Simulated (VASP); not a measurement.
# Si2Ge: single point with PBE

Crystal: Si2Ge.

```
Si Ge
1.0
     2.84013    0.00000    0.00000
    -1.42007    2.45963    0.00000
     0.00000    0.00000    7.13041
Si Ge
2 1
Direct
  0.33333 0.66667 0.65002
  0.66667 0.33333 0.34998
  0.00000 0.00000 0.00000
```

```yaml
Program: VASP 6.6.1
Task: single point
Functional: PBE
Potentials_or_basis: VASP PAW PBE potentials, release 64 (Si, Ge_d)
Cutoff: 500 eV
k_mesh: 7 × 7 × 3
Occupations: gaussian, width 0.2 eV
Spin: no spin polarisation
```

- Pressure: -0.2 GPa
- Largest force: 0.056 eV/Å
- Band gap on the k mesh: zero (band 11 reaches 15.90 eV, above the bottom of band 12 at 6.12 eV)

Forces on the atoms (eV/Å):
```
Si   0.000  0.000 -0.056
Si   0.000  0.000  0.056
Ge   0.000  0.000  0.000
```

Stress tensor (GPa, compression positive):
```
-0.15  0.00  0.00
 0.00 -0.15  0.00
 0.00  0.00 -0.44
```

Levels at points of the mesh, in eV from the Fermi level:
```csv
k point,band 9,band 10,band 11,band 12,band 13,band 14
"(0.00, 0.00, 0.00)",-2.36,-1.86,7.45,7.45,8.23,8.23
```

It took 17 s on 1 thread of Intel Xeon 6975P-C, with other jobs on the host, peak memory 0.17 GiB.

Caveat: the k points lie up to 0.36 Å⁻¹ apart.
